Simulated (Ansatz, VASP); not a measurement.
# Two plane-wave programs on TiAl2

```
CELL_PARAMETERS angstrom
1.95739 -6.02022 0.00000
1.95739 6.02022 0.00000
0.00000 0.00000 4.00126
ATOMIC_POSITIONS crystal
Ti 0.65686 0.34314 0.00000
Ti 0.34314 0.65686 0.00000
Al 0.00000 0.00000 0.00000
Al 0.82747 0.17253 0.50000
Al 0.17253 0.82747 0.50000
Al 0.50000 0.50000 0.50000
```

Alike in both runs: functional r2SCAN; k mesh 6 × 6 × 4; occupations gaussian, width 0.1 eV; no spin polarisation.

Ansatz relaxed the structure, and its values are those at the end. VASP's run is a single point on that final structure, the one shown.

```csv
,VASP,Ansatz
version,VASP 6.6.1,Ansatz 0.2.0
potentials or method,"VASP PAW PBE potentials, release 64 (Ti_sv, Al), cutoff 520 eV","scalar-relativistic, plane waves, PAW"
valence electrons in the cell,36,36
```

```csv
,VASP,Ansatz,Ansatz less VASP
gap on the k mesh at the Fermi level (eV),none,none,-
pressure (GPa),0.0,0.0,+0.02
```

VASP's potentials were made for PBE, not for r2SCAN. A gap of «none» marks a metal or a gap that the smearing closes.

The k mesh is coarse, so the values compare programs but aren't converged.
